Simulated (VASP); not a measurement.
Write the native input for VASP 6.6.1 that does the following.

```
Task                   : single point
Functional             : PBE
Potentials or basis    : VASP PAW PBE potentials, release 64 (Ti_sv, Al)
Cutoff                 : 520 eV
k mesh                 : 18 × 18 × 10
Occupations            : gaussian, width 0.15 eV
Spin                   : no spin polarisation
Dipole correction      : no
Further INCAR settings : ALGO = Fast; EDIFF = 1e-06; NBANDS = 14
```

The structure of TiAl lies in POSCAR:

```
TiAl
1.0
    3.0250000000      0.0000000000      0.0000000000
   -1.5125000000      2.6197268464      0.0000000000
    0.0000000000      0.0000000000      5.2062000000
Ti Al
1 1
Direct
    0.0000000000      0.0000000000      0.0000000000
    0.3333333333      0.6666666667      0.5000000000
```

The input as run:

INCAR

```
SYSTEM = TiAl
PREC = Accurate ; ENCUT = 520
EDIFF = 1E-6 ; ISMEAR = 0
SIGMA = 0.15 ; LREAL = .False.
LASPH = .True. ; NELM = 80
ALGO = Fast ; ISIF = 2
LWAVE = .False. ; LCHARG = .True.
GGA = PE ; LELF = .True.
LVHAR = .True. ; NBANDS = 14
```

KPOINTS

```
Automatic mesh
0
Gamma
  18 18 10
  0 0 0
```

Potentials or basis: VASP PAW PBE potentials, release 64 (Ti_sv, Al).

Run with:

```console
$ cat potpaw_PBE.64/Ti_sv/POTCAR potpaw_PBE.64/Al/POTCAR > POTCAR
$ mpirun -np 1 vasp_std > vasp.out
```

Results of the run:

```json
{
  "Pressure": "-14.6 GPa"
}
```

Wall time 2.8 min on 1 thread of Intel Xeon 6975P-C (shared host), peak memory 0.26 GiB.
